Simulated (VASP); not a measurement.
# Au (P6_3/mmc) in VASP: notebook

Au is run at these levels: PBEsol; tasks: relaxation of shape and atoms at fixed volume, single point.

Program: VASP 6.6.1. These are calculated values, not measurements. Logs are shortened: lines on timing, memory, paths and dates and some standing lists are left out, and cuts for length are marked.

## (1) The cell of the first run

The structure is hexagonal, space group P6_3/mmc (No. 194). Conventional cell: a = 2.271 Å, b = 2.271 Å, c = 3.815 Å, α = 90.00°, β = 90.00°, γ = 120.00°. Au (site symmetry -6m2) has 12 Au at 2.27 to 2.31 Å within 3.0 Å.

## (2) Relaxation of shape and atoms at fixed volume, PBEsol

Contents of INCAR:

```
SYSTEM = Au
ALGO = Normal
EDIFF = 1E-6
EDIFFG = -0.005
ENCUT = 600
GGA = PS
IBRION = 2
ISIF = 4
ISMEAR = -1
LASPH = .True.
LCHARG = .False.
LREAL = .False.
LWAVE = .False.
NELM = 100
NSW = 50
PREC = Accurate
SIGMA = 0.05
```

Contents of KPOINTS:

```
k-points
0
Gamma
  15 15 8
  0 0 0
```

Contents of POSCAR:

```
Au
1.0
    2.2708721742      0.0000000000      0.0000000000
   -1.1354360871      1.9666329916      0.0000000000
    0.0000000000      0.0000000000      3.8146632454
Au
2
Direct
    0.3333333333      0.6666666667      0.2500000000
    0.6666666667      0.3333333333      0.7500000000
```

Potentials or basis: VASP PAW PBE potentials, release 64 (Au).

The run is started by

```
$ cat potpaw_PBE.64/Au/POTCAR > POTCAR
$ mpirun -np 1 vasp_std > vasp.out
```

OUTCAR:

```text
SYSTEM = Au
   EDIFF = 1E-6
   EDIFFG = -0.005
   ENCUT = 600
   GGA = PS
   IBRION = 2
   ISIF = 4
   ISMEAR = -1
   LASPH = .True.
   LREAL = .False.
   NELM = 100
   NSW = 50
   PREC = Accurate

 ion  position               nearest neighbor table
   1  0.333  0.667  0.250-   2 2.31   2 2.31   2 2.31   2 2.31   2 2.31   2 2.31   2 3.24   2 3.24
                             2 3.24   2 3.24   2 3.24   2 3.24
   2  0.667  0.333  0.750-   1 2.31   1 2.31   1 2.31   1 2.31   1 2.31   1 2.31   1 3.24   1 3.24
                             1 3.24   1 3.24   1 3.24   1 3.24

  LATTYP: Found a hexagonal cell.
 ALAT       =     2.2708721742
 C/A-ratio  =     1.6798229723

  Lattice vectors:

 A1 = (   2.2708721742,   0.0000000000,   0.0000000000)
 A2 = (  -1.1354360871,   1.9666329916,   0.0000000000)
 A3 = (   0.0000000000,   0.0000000000,   3.8146632454)

Analysis of symmetry for initial positions (statically):
=====================================================================
 Subroutine PRICEL returns:
 Original cell was already a primitive cell.

 Routine SETGRP: Setting up the symmetry group for a
 hexagonal supercell.

 Subroutine GETGRP returns: Found 24 space group operations
 (whereof 12 operations were pure point group operations)
 out of a pool of 24 trial point group operations.

The static configuration has the point symmetry D_3d.
 The point group associated with its full space group is D_6h.

Analysis of symmetry for dynamics (positions and initial velocities):
=====================================================================
 Subroutine PRICEL returns:
 Original cell was already a primitive cell.

 Routine SETGRP: Setting up the symmetry group for a
 hexagonal supercell.

 Subroutine GETGRP returns: Found 24 space group operations
 (whereof 12 operations were pure point group operations)
 out of a pool of 24 trial point group operations.

The dynamic configuration has the point symmetry D_3d.
 The point group associated with its full space group is D_6h.

 Subroutine INISYM returns: Found 24 space group operations
 (whereof 12 operations are pure point group operations),
 and found     1 'primitive' translations

----------------------------------------------------------------------------------------

                                     Primitive cell

  volume of cell :      17.0362

  direct lattice vectors                    reciprocal lattice vectors
     2.270872174  0.000000000  0.000000000     0.440359440  0.254241641  0.000000000
    -1.135436087  1.966632992  0.000000000     0.000000000  0.508483283  0.000000000
     0.000000000  0.000000000  3.814663245     0.000000000  0.000000000  0.262146338

  length of vectors
     2.270872174  2.270872174  3.814663245     0.508483283  0.508483283  0.262146338

  position of ions in fractional coordinates (direct lattice)
     0.333333333  0.666666667  0.250000000
     0.666666667  0.333333333  0.750000000

  ion indices of the primitive-cell ions
   primitive index   ion index
                 1           1
                 2           2

----------------------------------------------------------------------------------------

 KPOINTS: k-points

Automatic generation of k-mesh.
 Grid dimensions read from file:
 generate k-points for:   15   15    8

 Generating k-lattice:

  Cartesian coordinates                     Fractional coordinates (reciprocal lattice)
     0.029357296  0.016949443  0.000000000     0.066666667  0.000000000  0.000000000
     0.000000000  0.033898886  0.000000000     0.000000000  0.066666667  0.000000000
     0.000000000  0.000000000  0.032768292     0.000000000  0.000000000  0.125000000

  Length of vectors
     0.033898886  0.033898886  0.032768292

  Shift w.r.t. Gamma in fractional coordinates (k-lattice)
     0.000000000  0.000000000  0.000000000

 Subroutine IBZKPT returns following result:
 ===========================================

 Found    135 irreducible k-points:

 Following reciprocal coordinates:
            Coordinates               Weight
  0.000000  0.000000  0.000000      1.000000
  0.066667  0.000000  0.000000      6.000000
  0.133333  0.000000  0.000000      6.000000
  0.200000  0.000000  0.000000      6.000000
  0.266667  0.000000  0.000000      6.000000
  0.333333  0.000000  0.000000      6.000000
[... 16 lines left out ...]
  0.333333  0.200000  0.000000     12.000000
  0.400000  0.200000  0.000000      6.000000
 [... further k-points ...]
   k-points           NKPTS =    135   k-points in BZ     NKDIM =    135   number of bands    NBANDS=     15
   number of dos      NEDOS =    301   number of ions     NIONS =      2
   total plane-waves  NPLWV =   9720
   dimension x,y,z NGX =    18 NGY =   18 NGZ =   30
   dimension x,y,z NGXF=    36 NGYF=   36 NGZF=   60
   ions per type =               2
   NGX,Y,Z   is equivalent  to a cutoff of  13.18, 13.18, 13.07 a.u.
   NGXF,Y,Z  is equivalent  to a cutoff of  26.35, 26.35, 26.15 a.u.
 SYSTEM =  Au
   PREC   = accura    normal or accurate (medium, high low for compatibility)
   ISTART =      0    job   : 0-new  1-cont  2-samecut
   ICHARG =      2    charge: 1-file 2-atom 10-const
   ISPIN  =      1    spin polarized calculation?
   LNONCOLLINEAR =      F non collinear calculations
   LSORBIT =      F    spin-orbit coupling
   LASPH  =      T    aspherical Exc in radial PAW
   ENCUT  =  600.0 eV  44.10 Ry    6.64 a.u.   4.54  4.54  7.62*2*pi/ulx,y,z
   NELM   =    100;   NELMIN=  2; NELMDL= -5     # of ELM steps
   EDIFF  = 0.1E-05   stopping-criterion for ELM
   LREAL  =      F    real-space projection
   EDIFFG = -.5E-02   stopping-criterion for IOM
   NSW    =     50    number of steps for IOM
   IBRION =      2    ionic relax: 0-MD 1-quasi-New 2-CG
   NFREE  =      1    steps in history (QN), initial steepest desc. (CG)
   ISIF   =      4    stress and relaxation
   ISYM   =      2    0-nonsym 1-usesym 2-fastsym
   POTIM  = 0.5000    time-step for ionic-motion
   TEBEG  =    0.0;   TEEND  =   0.0 temperature during run
   PSTRESS=    0.0 pullay stress
   NELECT =      22.0000    total number of electrons
   NUPDOWN=      -1.0000    fix difference up-down
   EMIN   =  10.00;   EMAX   =-10.00  energy-range for DOS
   EFERMI =   0.00;   METHOD = LEGACY
   ISMEAR =    -1;   SIGMA  =   0.05  broadening in eV -4-tet -1-fermi 0-gaus
   EFERMI_NEDOS =   21; number of points for ismear=-14 and -15
   IALGO  =     38    algorithm
   IMIX   =      4    mixing-type and parameters
     AMIX     =   0.40;   BMIX     =  1.00
     AMIX_MAG =   1.60;   BMIX_MAG =  1.00
  volume/ion in A,a.u.               =       8.52        57.48
  Fermi-wavevector in a.u.,A,eV,Ry     =   1.782755  3.368918 43.242244  3.178215
  Thomas-Fermi vector in A             =   2.847080
   LORBIT       =      0    0 simple, 1 ext, 2 COOP (PROOUT), +10 PAW based schemes
   GGA     = PS    functional components
   LHFCALC =     F    Hartree Fock is set to
   AEXX    =    0.0000 exact exchange contribution
   IVDW    =     0    specifies the selected vdW correction
   LEPSILON=     F    determine dielectric tensor
   LRPA    =     F    only Hartree local field effects (RPA)
 conjugate gradient relaxation of ions
 non-spin polarized calculation
  energy-cutoff  :      600.00
  volume of cell :       17.04
 maximum number of plane-waves:       592
 NGX is ok and might be reduce to    18
   NGX =  9   NGY =  9   NGZ = 15

--------------------------------------- Ionic step        1  -------------------------------------------

 number of electron      22.0000006 magnetization

 Free energy of the ion-electron system (eV)
  ---------------------------------------------------
  ext. energy  EPLUGINS =         0.00000000
  ---------------------------------------------------
  free energy    TOTEN  =        12.97501048 eV

  energy without entropy =       12.97737395  energy(sigma->0) =       12.97619222

------------------------ aborting loop because EDIFF is reached ----------------------------------------

  FORCE on cell =-STRESS in cart. coord.  units (eV):
  Direction    XX          YY          ZZ          XY          YZ          ZX
  --------------------------------------------------------------------------------------
  -------------------------------------------------------------------------------------
  Total       86.0480426     86.0480426     81.8414244      0.0000000      0.0000000      0.0000000
  in kB     8092.4376798   8092.4376797   7696.8238583      0.0000000      0.0000000      0.0000000
  external PRESSURE =    7960.5664059 kB  Pullay stress =       0.0000000 kB

 VOLUME and BASIS-vectors are now :
 -----------------------------------------------------------------------------
  energy-cutoff  :      600.00
  volume of cell :       17.04
      direct lattice vectors                 reciprocal lattice vectors
     2.270872174  0.000000000  0.000000000     0.440359440  0.254241641  0.000000000
    -1.135436087  1.966632992  0.000000000     0.000000000  0.508483283  0.000000000
     0.000000000  0.000000000  3.814663245     0.000000000  0.000000000  0.262146338
[... 73 lines left out ...]
 POSITION                                       TOTAL-FORCE (eV/Angst)
 -----------------------------------------------------------------------------------
     -0.00000      1.31855      0.94290        -0.000000      0.000000      0.000000
      1.14190      0.65928      2.82869         0.000000     -0.000000      0.000000
 -----------------------------------------------------------------------------------
    total drift:                               -0.000000      0.000000     -0.000000

  FREE ENERGIE OF THE ION-ELECTRON SYSTEM (eV)
  ---------------------------------------------------
  free  energy   TOTEN  =        12.9507076382 eV

  energy  without entropy=       12.9535825701  energy(sigma->0) =       12.95214510

--------------------------------------- Ionic step        4  -------------------------------------------

 number of electron      22.0000005 magnetization

 Free energy of the ion-electron system (eV)
  ---------------------------------------------------
  ext. energy  EPLUGINS =         0.00000000
  ---------------------------------------------------
  free energy    TOTEN  =        12.95068566 eV

  energy without entropy =       12.95359252  energy(sigma->0) =       12.95213909

 E-fermi :  27.2873     XC(G=0): -17.2982

 val. band max:       27.2500287335   @ k =   0.4000   0.0000   0.3750
 cond. band min:      27.3359664049   @ k =   0.4667   0.0000   0.0000
 fundamental gap:      0.0859376714
 Fermi energy:        27.2873397714

 k-point     1 :       0.0000    0.0000    0.0000
  band No.  band energies     occupation
      1       6.6649      2.00000
      2       9.0943      2.00000
      3      15.0821      2.00000
      4      15.5251      2.00000
      5      15.5251      2.00000
      6      16.6845      2.00000
      7      16.6845      2.00000
      8      18.4482      2.00000
      9      18.4482      2.00000
     10      21.8513      2.00000
     11      22.9794      2.00000
     12      22.9794      2.00000
     13      34.8260      0.00000
     14      36.9535      0.00000
     15      39.2568      0.00000
[... 397 lines left out ...]
 k-point    24 :       0.4000    0.2000    0.0000
  band No.  band energies     occupation
      1      10.3473      2.00000
      2      11.2603      2.00000
      3      12.2294      2.00000
      4      14.8041      2.00000
      5      15.7272      2.00000
      6      15.8406      2.00000
      7      17.7105      2.00000
      8      22.3599      2.00000
      9      23.2143      2.00000
     10      23.4086      2.00000
     11      29.7629      0.00000
     12      31.0465      0.00000
     13      33.6917      0.00000
     14      38.2978      0.00000
     15      39.9422      0.00000

 [... further k-points ...]
[... 5 lines left out ...]
  --------------------------------------------------------------------------------------
  -------------------------------------------------------------------------------------
  Total       84.5888220     84.5888220     84.5987761      0.0000000      0.0000000      0.0000000
  in kB     7955.2044393   7955.2044392   7956.1405789      0.0000000      0.0000000      0.0000000
  external PRESSURE =    7955.5164858 kB  Pullay stress =       0.0000000 kB

 VOLUME and BASIS-vectors are now :
 -----------------------------------------------------------------------------
  energy-cutoff  :      600.00
  volume of cell :       17.04
      direct lattice vectors                 reciprocal lattice vectors
     2.284251177  0.000000000  0.000000000     0.437780227  0.252752532 -0.000000000
    -1.142125589  1.978219548  0.000000000     0.000000000  0.505505064 -0.000000000
     0.000000000  0.000000000  3.770108662     0.000000000  0.000000000  0.265244344

 POSITION                                       TOTAL-FORCE (eV/Angst)
 -----------------------------------------------------------------------------------
     -0.00000      1.31881      0.94253        -0.000000      0.000000      0.000000
      1.14213      0.65941      2.82758         0.000000     -0.000000      0.000000
 -----------------------------------------------------------------------------------
    total drift:                               -0.000000      0.000000     -0.000000

  FREE ENERGIE OF THE ION-ELECTRON SYSTEM (eV)
  ---------------------------------------------------
  free  energy   TOTEN  =        12.9506856641 eV

  energy  without entropy=       12.9535925178  energy(sigma->0) =       12.95213909

 reached required accuracy - stopping structural energy minimisation
```

It took 2.5 min on 1 thread of AMD EPYC, shared host; peak memory 0.13 GiB.

The run converged, but its numbers aren't listed here, since they failed a check.

Caveat: the PAW data sets were made with another functional, which shifts forces and pressure a little; spin-orbit coupling is left out, which moves the levels of the heavy elements.

(Part 1 of 2 ends here.)
